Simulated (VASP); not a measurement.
Input of a VASP 6.6.1 run:

The input INCAR:

```
  PREC = Accurate
  ENCUT = 600
  EDIFF = 1E-6
  ISMEAR = -1
  SIGMA = 0.1
  LREAL = F
  LASPH = T
  NELM = 80
  ALGO = Normal
  ISIF = 3
  LWAVE = F
  LCHARG = F
  GGA = PE
  IBRION = 2
  NSW = 80
  EDIFFG = -0.01
```

KPOINTS

```
Automatic mesh
0
Gamma
  5 5 5
```

Contents of POSCAR:

```
W
1.0
    5.0830000000      0.0000000000      0.0000000000
    0.0000000000      5.0830000000      0.0000000000
    0.0000000000      0.0000000000      5.0830000000
W
8
Direct
    0.0000000000      0.0000000000      0.0000000000
    0.5000000000      0.5000000000      0.5000000000
    0.0000000000      0.5000000000      0.2500000000
    0.0000000000      0.5000000000      0.7500000000
    0.2500000000      0.0000000000      0.5000000000
    0.7500000000      0.0000000000      0.5000000000
    0.5000000000      0.7500000000      0.0000000000
    0.5000000000      0.2500000000      0.0000000000
```

Potentials or basis: VASP PAW PBE potentials, release 64 (W_sv).

The run is started by

```bash
$ cat potpaw_PBE.64/W_sv/POTCAR > POTCAR
$ mpirun -np 1 vasp_std > vasp.out
```

Task: Predict the relaxed cell.

Result: a = 5.082 Å, b = 5.082 Å, c = 5.082 Å, α = 90.00°, β = 90.00°, γ = 90.00°.

Task: Estimate the relaxed volume.

Result: 16.40 Å³/atom.

Task: What does it give for the space group after relaxing (to 0.05 Å)?

Result: Pm-3n (No. 223).

Final structure:
```
W
1.0
     5.08182    0.00000    0.00000
     0.00000    5.08182    0.00000
     0.00000    0.00000    5.08182
W
8
Direct
  0.00000 0.00000 0.00000
  0.50000 0.50000 0.50000
  0.00000 0.50000 0.25000
  0.00000 0.50000 0.75000
  0.25000 0.00000 0.50000
  0.75000 0.00000 0.50000
  0.50000 0.75000 0.00000
  0.50000 0.25000 0.00000
```
